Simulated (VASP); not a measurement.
A run of VASP 6.6.1:

File INCAR:

```
SYSTEM = Pd
  PREC = Accurate
  ENCUT = 500
  EDIFF = 1E-6
  ISMEAR = 1
  SIGMA = 0.1
  LREAL = .FALSE.
  LASPH = .TRUE.
  NELM = 120
  ALGO = Normal
  ISIF = 2
  LWAVE = .FALSE.
  LCHARG = .TRUE.
  GGA = RP
  LELF = .TRUE.
  LVHAR = .TRUE.
  NBANDS = 11
  GGA_COMPAT = .FALSE.
```

The input KPOINTS:

```
regular mesh
0
G
  9 9 9
  0 0 0
```

The input POSCAR:

```
Pd
1.0
    0.0000000000      1.9874193280      1.9874193280
    1.9874193280      0.0000000000      1.9874193280
    1.9874193280      1.9874193280      0.0000000000
Pd
1
Direct
    0.0000000000      0.0000000000      0.0000000000
```

Potentials or basis: VASP PAW PBE potentials, release 64 (Pd).

Launch:

```sh
$ cat potpaw_PBE.64/Pd/POTCAR > POTCAR
$ mpirun -np 1 vasp_std > vasp.out
```

Hardware: 1 thread of AMD EPYC 7R43 64-Core Processor (Zen 3), on a shared host.

Estimate the wall time of this run.

It took 8.9 s on 1 thread of AMD EPYC 7R43 64-Core Processor (Zen 3), with other jobs on the host, peak memory 0.09 GiB. Counts: scf iterations 11, k points 35.
